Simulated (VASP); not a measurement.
## KI: single point with PBE

The system is KI.

```
K I
1.0
     0.00000    3.54429    3.54429
     3.71760    0.00000    3.54429
     3.71760    3.54429    0.00000
K I
1 1
Cartesian
  0.0000 0.0000 0.0000
  3.7176 3.5443 3.5443
```

This cell differs from its parent crystal: uniaxial x strain +4.9%.

```
Program                : VASP 6.6.1
Task                   : single point
Functional             : PBE
Potentials or basis    : VASP PAW PBE potentials, release 64 (K_sv, I)
Cutoff                 : 520 eV
k mesh                 : 6 × 6 × 6
Occupations            : fermi-dirac, width 0.02 eV
Spin                   : no spin polarisation
Dipole correction      : no
Further INCAR settings : ALGO = Normal; EDIFF = 1e-07; NBANDS = 15
```

- Pressure: 0.0 GPa
- Band gap on the k mesh: 3.83 eV, direct

Stress tensor (GPa, compression positive):
```
-0.57  0.00  0.00
 0.00  0.28  0.00
 0.00  0.00  0.28
```

Levels at points of the mesh, in eV from the valence-band top:
| k point | band 6 | band 7 | band 8 | band 9 | band 10 | band 11 |
| --- | --- | --- | --- | --- | --- | --- |
| (0.00, 0.00, 0.00) | 0.00 | 0.00 | 0.00 | 3.83 | 6.34 | 6.61 |
| (0.50, 0.00, 0.00) | -1.20 | -0.30 | -0.29 | 5.46 | 7.52 | 7.87 |
| (0.50, 0.50, 0.00) | -0.90 | -0.39 | -0.32 | 5.01 | 5.64 | 8.06 |
| (0.00, 0.50, 0.50) | -0.93 | -0.29 | -0.29 | 5.04 | 5.63 | 7.96 |

Run time: 41 s on 1 thread of Intel(R) Xeon(R) Platinum 8259CL CPU @ 2.50GHz (Skylake/Cascade Lake), with other jobs on the host, peak memory 0.25 GiB.

Caveat: the cell differs from its parent crystal (uniaxial x strain +4.9%); spin-orbit coupling is left out, which moves the levels of the heavy elements.
